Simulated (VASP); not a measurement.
Runs of VASP 6.6.1 on Se. The structure is that of space group P3_221 (No. 154), or close to it. The cells are those of the table. 

| task | cell | gap on the mesh (eV) | pressure (GPa) | largest force (eV/Å) |
| --- | --- | --- | --- | --- |
| single point | a = 4.268, b = 4.268, c = 4.949 Å, angles 90.0, 90.0, 120.0°, 3 atoms | 0.93 | (b) | (a) |
| single point | a = 4.225, b = 4.225, c = 4.949 Å, angles 90.0, 90.0, 120.0°, 3 atoms | 0.88 | 5.1 | 1.65 |
| single point | a = 4.312, b = 4.312, c = 4.949 Å, angles 90.0, 90.0, 120.0°, 3 atoms | 0.97 | 2.7 | 1.20 |
| electric field gradients | a = 4.225, b = 4.225, c = 4.949 Å, angles 90.0, 90.0, 120.0°, 3 atoms | 0.88 | 5.1 | 1.65 |
| single point | a = 4.442, b = 4.442, c = 4.949 Å, angles 90.0, 90.0, 120.0°, 3 atoms | 1.09 | (c) | 0.55 |
| single point | a = 4.399, b = 4.399, c = 4.949 Å, angles 90.0, 90.0, 120.0°, 3 atoms | 1.05 | 0.7 | 0.76 |
| single point | a = 4.486, b = 4.486, c = 4.949 Å, angles 90.0, 90.0, 120.0°, 3 atoms | 1.13 | -1.0 | (d) |

Alike in all rows: level LDA; potentials or basis VASP PAW LDA potentials, release 64 (Se); no spin polarisation; k mesh 8 × 8 × 6; cutoff (eV) 520; smearing fermi-dirac 0.03 eV.

Question: Fill in the values left out.

Answer: (a) 1.42; (b) 3.8; (c) -0.2; (d) 0.35.

Caveats: forces of over 1 eV/Å act on the atoms, so gaps and moduli don't describe the material at rest (some runs).

A k mesh can miss the band edges, and the runs leave out spin-orbit coupling on Se.
